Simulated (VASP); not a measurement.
# Cu4Sn (Im-3m) in VASP: further runs

The runs below take Cu4Sn through single point, relaxation of cell and atoms, with PBE.

All numbers are computed with VASP 6.6.1; they aren't measurements. Logs are shortened: lines on timing, memory, paths and dates and some standing lists are left out, and cuts for length are marked.

### 1 The cell of the first run

Symmetry: Im-3m, No. 229, cubic system. The conventional cell has a = 5.785 Å, b = 5.785 Å, c = 5.785 Å, α = 90.00°, β = 90.00°, γ = 90.00°. Within 3.3 Å of Cu (site symmetry -3m) lie 2 Sn at 2.50 Å and 6 Cu at 2.89 Å. Within 3.3 Å of Sn (site symmetry m-3m) lie 8 Cu at 2.50 Å.

### 2 Single point, PBE

File INCAR:

```
SYSTEM = Cu4Sn
PREC     = Accurate       ! precision mode
ENCUT    = 520            ! plane-wave cutoff, eV
EDIFF    = 1E-7           ! SCF threshold, eV
ISMEAR   = 0              ! smearing method
SIGMA    = 0.1            ! smearing width, eV
LREAL    = .False.        ! projectors in reciprocal space
LASPH    = .True.         ! aspherical terms in the spheres
NELM     = 60             ! most SCF steps
ALGO     = Fast           ! electronic algorithm
ISIF     = 2              ! what is computed and relaxed
LWAVE    = .False.        ! write WAVECAR
LCHARG   = .True.         ! write CHGCAR
GGA      = PE             ! functional
LELF     = .True.         ! ELF
LVHAR    = .True.       
NBANDS   = 37             ! bands
```

File KPOINTS:

```
regular mesh
0
Gamma
  10 10 10
  0 0 0
```

File POSCAR:

```
Cu4Sn
1.0
   -2.8924514670      2.8924514670      2.8924514670
    2.8924514670     -2.8924514670      2.8924514670
    2.8924514670      2.8924514670     -2.8924514670
Cu Sn
4 1
Direct
    0.5000000000      0.5000000000      0.5000000000
    0.5000000000      0.0000000000      0.0000000000
    0.0000000000      0.0000000000      0.5000000000
    0.0000000000      0.5000000000      0.0000000000
    0.0000000000      0.0000000000      0.0000000000
```

Potentials or basis: VASP PAW PBE potentials, release 64 (Cu, Sn_d).

Run with:

```bash
cat potpaw_PBE.64/Cu/POTCAR potpaw_PBE.64/Sn_d/POTCAR > POTCAR
mpirun -np 1 vasp_std > vasp.out
```

OUTCAR:

```text
SYSTEM = Cu4Sn
   PREC = Accurate
   ENCUT = 520
   EDIFF = 1E-7
   ISMEAR = 0
   LREAL = .False.
   LASPH = .True.
   NELM = 60
   ISIF = 2
   GGA = PE

 ion  position               nearest neighbor table
   1  0.500  0.500  0.500-   5 2.50   5 2.50
   2  0.500  0.000  0.000-   5 2.50   5 2.50
   3  0.000  0.000  0.500-   5 2.50   5 2.50
   4  0.000  0.500  0.000-   5 2.50   5 2.50
   5  0.000  0.000  0.000-   1 2.50   2 2.50   3 2.50   4 2.50   3 2.50   4 2.50   2 2.50   1 2.50

  LATTYP: Found a body centered cubic cell.
 ALAT       =     5.7849029340

  Lattice vectors:

 A1 = (  -2.8924514670,   2.8924514670,   2.8924514670)
 A2 = (   2.8924514670,  -2.8924514670,   2.8924514670)
 A3 = (   2.8924514670,   2.8924514670,  -2.8924514670)

Analysis of symmetry for initial positions (statically):
=====================================================================
 Subroutine PRICEL returns:
 Original cell was already a primitive cell.

 Routine SETGRP: Setting up the symmetry group for a
 body centered cubic supercell.

 Subroutine GETGRP returns: Found 48 space group operations
 (whereof 48 operations were pure point group operations)
 out of a pool of 48 trial point group operations.

The static configuration has the point symmetry O_h .

Analysis of symmetry for dynamics (positions and initial velocities):
=====================================================================
 Subroutine PRICEL returns:
 Original cell was already a primitive cell.

 Routine SETGRP: Setting up the symmetry group for a
 body centered cubic supercell.

 Subroutine GETGRP returns: Found 48 space group operations
 (whereof 48 operations were pure point group operations)
 out of a pool of 48 trial point group operations.

The dynamic configuration has the point symmetry O_h .

 Subroutine INISYM returns: Found 48 space group operations
 (whereof 48 operations are pure point group operations),
 and found     1 'primitive' translations

----------------------------------------------------------------------------------------

                                     Primitive cell

  volume of cell :      96.7962

  direct lattice vectors                    reciprocal lattice vectors
    -2.892451467  2.892451467  2.892451467     0.000000000  0.172863747  0.172863747
     2.892451467 -2.892451467  2.892451467     0.172863747  0.000000000  0.172863747
[... 87 lines left out ...]
   LSORBIT =      F    spin-orbit coupling
   LASPH  =      T    aspherical Exc in radial PAW
   ENCUT  =  520.0 eV  38.22 Ry    6.18 a.u.   9.32  9.32  9.32*2*pi/ulx,y,z
   NELM   =     60;   NELMIN=  2; NELMDL= -5     # of ELM steps
   EDIFF  = 0.1E-06   stopping-criterion for ELM
   LREAL  =      F    real-space projection
   EDIFFG = 0.1E-05   stopping-criterion for IOM
   NSW    =      0    number of steps for IOM
   IBRION =     -1    ionic relax: 0-MD 1-quasi-New 2-CG
   NFREE  =      0    steps in history (QN), initial steepest desc. (CG)
   ISIF   =      2    stress and relaxation
   ISYM   =      2    0-nonsym 1-usesym 2-fastsym
   POTIM  = 0.5000    time-step for ionic-motion
   TEBEG  =    0.0;   TEEND  =   0.0 temperature during run
   PSTRESS=    0.0 pullay stress
   NELECT =      58.0000    total number of electrons
   NUPDOWN=      -1.0000    fix difference up-down
   EMIN   =  10.00;   EMAX   =-10.00  energy-range for DOS
   EFERMI =   0.00;   METHOD = LEGACY
   ISMEAR =     0;   SIGMA  =   0.10  broadening in eV -4-tet -1-fermi 0-gaus
   EFERMI_NEDOS =   21; number of points for ismear=-14 and -15
   IALGO  =     68    algorithm
   IMIX   =      4    mixing-type and parameters
     AMIX     =   0.40;   BMIX     =  1.00
     AMIX_MAG =   1.60;   BMIX_MAG =  1.00
  volume/ion in A,a.u.               =      19.36       130.64
  Fermi-wavevector in a.u.,A,eV,Ry     =   1.380166  2.608136 25.917180  1.904859
  Thomas-Fermi vector in A             =   2.505068
   LORBIT       =      0    0 simple, 1 ext, 2 COOP (PROOUT), +10 PAW based schemes
   GGA     = PE    functional components
   LHFCALC =     F    Hartree Fock is set to
   AEXX    =    0.0000 exact exchange contribution
   IVDW    =     0    specifies the selected vdW correction
   LEPSILON=     F    determine dielectric tensor
   LRPA    =     F    only Hartree local field effects (RPA)
 non-spin polarized calculation
 RMM-DIIS sequential band-by-band and
 Gauss-broadening in eV      SIGMA  =   0.10
  energy-cutoff  :      520.00
  volume of cell :       96.80
 maximum number of plane-waves:      2625
 NGX is ok and might be reduce to    40
   NGX = 19   NGY = 19   NGZ = 19

 number of electron      58.0000032 magnetization

 Free energy of the ion-electron system (eV)
  ---------------------------------------------------
  ext. energy  EPLUGINS =         0.00000000
  ---------------------------------------------------
  free energy    TOTEN  =       -16.19114950 eV

  energy without entropy =      -16.18902015  energy(sigma->0) =      -16.19008482

 E-fermi :   4.5232     XC(G=0): -10.2668

 val. band max:        4.4703231698   @ k =  -0.4000  -0.4000   0.1000
 cond. band min:       4.6344010434   @ k =   0.5000   0.5000   0.4000
 fundamental gap:      0.1640778736
 Fermi energy:         4.5232016062

 k-point     1 :       0.0000    0.0000    0.0000
  band No.  band energies     occupation
      1     -16.2509      2.00000
      2     -16.2509      2.00000
      3     -16.2509      2.00000
      4     -16.1470      2.00000
      5     -16.1470      2.00000
      6      -4.8000      2.00000
[... 949 lines left out ...]
     36      11.0247      0.00000
     37      11.7519      0.00000

 [... further k-points ...]
[... 5 lines left out ...]
  --------------------------------------------------------------------------------------
  -------------------------------------------------------------------------------------
  Total        0.1959729      0.1959729      0.1959729     -0.0000000     -0.0000000     -0.0000000
  in kB        3.2437582      3.2437582      3.2437582     -0.0000000     -0.0000000     -0.0000000
  external PRESSURE =       3.2437582 kB  Pullay stress =       0.0000000 kB

 VOLUME and BASIS-vectors are now :
 -----------------------------------------------------------------------------
  energy-cutoff  :      520.00
  volume of cell :       96.80
      direct lattice vectors                 reciprocal lattice vectors
    -2.892451467  2.892451467  2.892451467     0.000000000  0.172863747  0.172863747
     2.892451467 -2.892451467  2.892451467     0.172863747  0.000000000  0.172863747
     2.892451467  2.892451467 -2.892451467     0.172863747  0.172863747  0.000000000

 POSITION                                       TOTAL-FORCE (eV/Angst)
 -----------------------------------------------------------------------------------
      1.44623      1.44623      1.44623        -0.000000      0.000000      0.000000
     -1.44623      1.44623      1.44623        -0.000000      0.000000      0.000000
      1.44623      1.44623     -1.44623         0.000000     -0.000000     -0.000000
      1.44623     -1.44623      1.44623         0.000000      0.000000      0.000000
      0.00000      0.00000      0.00000        -0.000000      0.000000      0.000000
 -----------------------------------------------------------------------------------
    total drift:                                0.000000     -0.000000      0.000000

  FREE ENERGIE OF THE ION-ELECTRON SYSTEM (eV)
  ---------------------------------------------------
  free  energy   TOTEN  =       -16.1911494999 eV

  energy  without entropy=      -16.1890201496  energy(sigma->0) =      -16.19008482
```

OSZICAR:

```text
N       E                     dE             d eps       ncg     rms          rms(c)
DAV:   1     0.522576569206E+03    0.52258E+03   -0.26116E+04  3486   0.245E+03
[... 12 lines left out ...]
RMM:  14    -0.161912721742E+02   -0.36698E-04   -0.53884E-05  6070   0.523E-02    0.841E-02
RMM:  15    -0.161911568063E+02    0.11537E-03   -0.31417E-04  6115   0.154E-01    0.665E-02
RMM:  16    -0.161911525592E+02    0.42471E-05   -0.18982E-05  4406   0.401E-02    0.446E-02
RMM:  17    -0.161911505893E+02    0.19699E-05   -0.98896E-06  4501   0.219E-02    0.295E-02
RMM:  18    -0.161911488911E+02    0.16982E-05   -0.71851E-06  4567   0.262E-02    0.810E-03
RMM:  19    -0.161911495152E+02   -0.62414E-06   -0.38448E-06  5134   0.117E-02    0.482E-03
RMM:  20    -0.161911494999E+02    0.15307E-07   -0.88459E-07  4087   0.579E-03
   1 F= -.16191149E+02 E0= -.16190085E+02  d E =-.212935E-02
```

stdout:

```text
POSCAR found type information on POSCAR CuSn
 POSCAR found :  2 types and       5 ions
 scaLAPACK will be used
 LDA part: xc-table for (Slater+PW92), standard interpolation
 POSCAR, INCAR and KPOINTS ok, starting setup
 FFT: planning ... GRIDC
 FFT: planning ... GRID_SOFT
 FFT: planning ... GRID
 WAVECAR not read
 entering main loop
```

Wall time 4.3 min (1 thread of Intel Xeon Platinum 8124M at 3.00GHz (Skylake/Cascade Lake), shared host); peak memory 0.33 GiB.

Results:

| Quantity | Value |
| --- | --- |
| Free energy | -16.1911 eV |
| Pressure | 0.3 GPa |
| Band gap on the k mesh | zero (band 29 reaches 4.47 eV, above the bottom of band 30 at 4.10 eV) |

Levels at points of the mesh, in eV from the Fermi level:
```tsv
k point	band 26	band 27	band 28	band 29	band 30	band 31	band 32	band 33
(0.00, 0.00, 0.00)	-1.35	-1.13	-1.13	-1.13	2.67	3.02	3.02	3.02
(0.50, 0.00, 0.00)	-1.68	-1.66	-0.29	-0.11	0.60	1.04	4.23	5.48
(0.50, 0.50, 0.50)	-1.32	-0.48	-0.48	-0.48	-0.42	-0.42	5.60	5.60
```

Caveat: spin-orbit coupling is left out, which moves the levels of the heavy elements.

### 3 Relaxation of cell and atoms, PBE

File INCAR:

```
PREC = Accurate
ENCUT = 600
EDIFF = 1E-6
ISMEAR = 0
SIGMA = 0.1
LREAL = False
LASPH = True
NELM = 80
ALGO = Fast
ISIF = 3
LWAVE = False
LCHARG = False
GGA = PE
IBRION = 2
NSW = 100
EDIFFG = -0.01
```

File KPOINTS:

```
regular mesh
0
Gamma
  10 10 10
```

Edit POSCAR of step 2 so:

```diff
@@ -2,5 +2,5 @@
 1.0
-   -2.8924514670      2.8924514670      2.8924514670
-    2.8924514670     -2.8924514670      2.8924514670
-    2.8924514670      2.8924514670     -2.8924514670
+   -2.8915342343      2.8915342343      2.8915342343
+    2.8915342343     -2.8915342343      2.8915342343
+    2.8915342343      2.8915342343     -2.8915342343
 Cu Sn
```

Potentials or basis: VASP PAW PBE potentials, release 64 (Cu, Sn_d).

Run with:

```bash
cat potpaw_PBE.64/Cu/POTCAR potpaw_PBE.64/Sn_d/POTCAR > POTCAR
mpirun -np 1 vasp_std > vasp.out
```

Wall time 5.1 min (1 thread of Intel Xeon Platinum 8124M at 3.00GHz (Skylake/Cascade Lake), shared host); peak memory 0.36 GiB.

It converged, with:

```yaml
Free_energy: -16.1916 eV
Relaxed_volume: 19.51 Å³/atom
Relaxed_cell: a = 5.022 Å, b = 5.022 Å, c = 5.022 Å, α = 109.47°, β = 109.47°, γ = 109.47°
Space_group_after_relaxing_to_0.05_Å: Im-3m (No. 229)
Energy_gained_by_relaxing: 0.1 meV/atom
Ionic_steps: 2
Pressure_after_relaxing: -0.1 GPa
Band_gap_on_the_k_mesh: zero (band 29 reaches 4.40 eV, above the bottom of band 30 at 4.05 eV)
```

Step by step:
| step | energy change (eV) | largest force (eV/Å) | pressure (GPa) | volume (Å³) |
| --- | --- | --- | --- | --- |
| 1 | 0.0000 | 0.0000 | 0.49 | 96.70 |
| 2 | -0.0004 | 0.0000 | -0.07 | 97.53 |

Final structure:
```xyz
5
Lattice="-2.8997 2.8997 2.8997 2.8997 -2.8997 2.8997 2.8997 2.8997 -2.8997" Properties=species:S:1:pos:R:3 pbc="T T T"
Cu    1.4499    1.4499    1.4499
Cu    4.3496    1.4499    1.4499
Cu    1.4499    1.4499   -1.4499
Cu   -1.4499    1.4499    4.3496
Sn    2.8997    2.8997    2.8997
```

Levels at points of the mesh, in eV from the Fermi level:
```
           k point  band 26  band 27  band 28  band 29  band 30  band 31  band 32  band 33
(0.00, 0.00, 0.00)    -1.34    -1.12    -1.12    -1.12     2.63     3.03     3.03     3.03
(0.50, 0.00, 0.00)    -1.67    -1.65    -0.29    -0.11     0.60     1.03     4.22     5.45
(0.50, 0.50, 0.50)    -1.31    -0.48    -0.48    -0.48    -0.40    -0.40     5.58     5.59
```

Caveat: spin-orbit coupling is left out, which moves the levels of the heavy elements.
